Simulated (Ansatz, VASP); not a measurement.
Ta in VASP and in Ansatz

File INCAR:

```
PREC = Accurate
ENCUT = 520
EDIFF = 1E-6
ISMEAR = 0
SIGMA = 0.15
LREAL = False
LASPH = True
NELM = 100
ALGO = Fast
ISIF = 2
LWAVE = False
LCHARG = False
GGA = PE
NBANDS = 12
```

Contents of KPOINTS:

```
regular mesh
0
Gamma
  14 14 14
```

POSCAR

```
Ta
1.0
   -1.6778743679      1.6559134898      1.6583637137
    1.6698288105     -1.6481353178      1.6425399843
    1.6797309862      1.6499919361     -1.6505855416
Ta
1
Direct
    0.0000000000      0.0000000000      0.0000000000
```

Input for Ansatz:

```yaml
crystal:
  lattice:
    - [-1.6778743679, 1.6559134898, 1.6583637137]
    - [1.6698288105, -1.6481353178, 1.6425399843]
    - [1.6797309862, 1.6499919361, -1.6505855416]
  atoms:
    - { symbol: Ta, position: [0.0, 0.0, 0.0] }
basis:
  ecutwfc: 420
kpoints:
  mp_grid: { grid: [14, 14, 14] }
hamiltonian:
  xc: pbe
scf:
  occupations: { method: gaussian, width: 0.15 }
output:
  forces: true
  stress: true
  eigenvalues: true
```

Change from the starting cell: cell sheared at random, sigma 0.01, atoms nudged by 0.01 Å.

Alike in both runs: task single point; functional PBE; k mesh 14 × 14 × 14; occupations gaussian, width 0.15 eV; no spin polarisation.

|  | VASP | Ansatz |
| --- | --- | --- |
| version | VASP 6.6.1 | Ansatz 0.2.0 |
| potentials or method | VASP PAW PBE potentials, release 64 (Ta_pv), cutoff 520 eV | scalar-relativistic, plane waves, PAW |
| valence electrons in the cell | 11 | 13 |

Ansatz gave:

| Item | Value |
| --- | --- |
| gap on the k mesh at the Fermi level (eV) | none |
| pressure (GPa) | 0.0 |
| traceless stress, the component that is largest in VASP (GPa) | -1.22 |

Q: What did VASP give for the same quantities?

A: gap on the k mesh at the Fermi level (eV): none; pressure (GPa): 0.2; traceless stress, the component that is largest in VASP (GPa): -1.22.

A gap of «none» marks a metal or a gap that the smearing closes. With one functional, cell and mesh, what is left measures potentials, basis and numerics. VASP's potentials hold 11 valence electrons a cell and Ansatz's 13, so a difference there can come from the potentials and not from the codes.

Spin-orbit coupling is off throughout.
